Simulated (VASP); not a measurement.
As, 2 atoms in the cell. It takes space group R-3m (No. 166, trigonal). Conventional cell: a = 3.736 Å, b = 3.736 Å, c = 10.471 Å, α = 90.00°, β = 90.00°, γ = 120.00°. Within 3.3 Å of As (site symmetry 3m) lie 6 As at 2.49 to 3.12 Å.  This cell differs from its parent crystal: volume scaled by 0.98.

| Item | Value |
| --- | --- |
| Program | VASP 6.6.1 |
| Task | single point |
| Functional | PBE |
| Potentials or basis | VASP PAW PBE potentials, release 64 (As) |
| Cutoff | 520 eV |
| k mesh | 9 × 9 × 9 |
| Occupations | fermi-dirac, width 0.05 eV |
| Spin | no spin polarisation |
| Dipole correction | no |
| Further INCAR settings | ALGO = Normal; EDIFF = 1e-06; NBANDS = 12 |

Potentials or basis: VASP PAW PBE potentials, release 64 (As).

Launch:

```sh
$ cat potpaw_PBE.64/As/POTCAR > POTCAR
$ mpirun -np 1 vasp_std > vasp.out
```

Hardware: 1 thread of Intel(R) Xeon(R) Platinum 8559C (Emerald Rapids), with other jobs on the host.

Problem. How long does it take, and how much memory?

Solution. Wall time 16 s on 1 thread of Intel(R) Xeon(R) Platinum 8559C (Emerald Rapids), on a shared host, peak memory 0.18 GiB. Counts: scf iterations 10, k points 85.
